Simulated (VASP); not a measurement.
## Sn: single point with BLYP

Sn:

```
Sn
1.0
     0.00000    3.23334    3.23334
     3.23334    0.00000    3.23334
     3.23334    3.23334    0.00000
Sn
2
Direct
  0.75000 0.75000 0.75000
  0.50000 0.50000 0.50000
```

```json
{
  "Program": "VASP 6.6.1",
  "Task": "single point",
  "Functional": "BLYP",
  "Potentials or basis": "VASP PAW PBE potentials, release 64 (Sn_d)",
  "Cutoff": "520 eV",
  "k mesh": "7 × 7 × 7",
  "Occupations": "fermi-dirac, width 0.05 eV",
  "Spin": "no spin polarisation"
}
```

```
Pressure               : 6.5 GPa
Band gap on the k mesh : zero (band 14 reaches 6.28 eV, above the bottom of band 15 at 6.23 eV)
```

Levels at points of the mesh, in eV from the Fermi level:
```
           k point  band 11  band 12  band 13  band 14  band 15  band 16  band 17  band 18
(0.00, 0.00, 0.00)   -10.67    -0.71     0.12     0.12     0.12     2.19     2.19     2.19
```

Wall time 17 s on 1 thread of Intel(R) Xeon(R) 6975P-C (Granite Rapids), on a shared host, peak memory 0.2 GiB.

Caveat: the PAW data sets were made with another functional, which shifts forces and pressure a little; spin-orbit coupling is left out, which moves the levels of the heavy elements.
